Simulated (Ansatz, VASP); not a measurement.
# One calculation of SnO, two programs

File INCAR:

```
  PREC = Accurate
  ENCUT = 520
  EDIFF = 1E-7
  ISMEAR = 0
  SIGMA = 0.15
  LREAL = F
  LASPH = T
  NELM = 60
  ALGO = Normal
  ISIF = 2
  LWAVE = F
  LCHARG = F
  GGA = PS
  IVDW = 12
  NBANDS = 28
```

The input KPOINTS:

```
Automatic mesh
0
Gamma
  12 12 10
```

File POSCAR:

```
SnO
1.0
    3.8020000000      0.0000000000      0.0000000000
    0.0000000000      3.8020000000      0.0000000000
    0.0000000000      0.0000000000      4.9569000000
Sn O
2 2
Direct
    0.0000000000      0.5000000000      0.2385000000
    0.5000000000      0.0000000000      0.7615000000
    0.0000000000      0.0000000000      0.0000000000
    0.5000000000      0.5000000000      0.0000000000
```

Input for Ansatz:

```yaml
crystal:
  lattice:
    - [3.802, 0.0, 0.0]
    - [0.0, 3.802, 0.0]
    - [0.0, 0.0, 4.9569]
  atoms:
    - { symbol: Sn, position: [0.0, 0.5, 0.2385] }
    - { symbol: Sn, position: [0.5, 0.0, 0.7615] }
    - { symbol: O, position: [0.0, 0.0, 0.0] }
    - { symbol: O, position: [0.5, 0.5, 0.0] }
basis:
  ecutwfc: 420
kpoints:
  mp_grid: { grid: [12, 12, 10] }
hamiltonian:
  xc: pbesol
  dispersion: d3bj
scf:
  occupations: { method: gaussian, width: 0.15 }
output:
  forces: true
  stress: true
  eigenvalues: true
```

Change from the starting cell: strain +0.000 along x and y, +0.025 along z, atoms carried along.

Alike in both runs: task single point; functional PBEsol; dispersion D3(BJ); k mesh 12 × 12 × 10; occupations gaussian, width 0.15 eV; no spin polarisation.

|  | VASP | Ansatz |
| --- | --- | --- |
| version | VASP 6.6.1 | Ansatz 0.2.0 |
| potentials or method | VASP PAW PBE potentials, release 64 (Sn_d, O), cutoff 520 eV | scalar-relativistic, plane waves, PAW |
| valence electrons in the cell | 40 | 40 |

|  | VASP | Ansatz | Ansatz less VASP |
| --- | --- | --- | --- |
| gap on the k mesh at the Fermi level (eV) | none | none | - |
| pressure (GPa) | -3.7 | -3.9 | -0.21 |
| traceless stress, the component that is largest in VASP (GPa) | -1.16 | -1.19 | -0.036 |
| rms of the force components (eV/Å) | 0.129 | 0.162 | +0.0330 |

VASP's potentials were made for PBE, not for PBEsol. Atom by atom the forces differ by 0.033 eV/Å (rms over components). A gap of «none» marks a metal or a gap that the smearing closes.
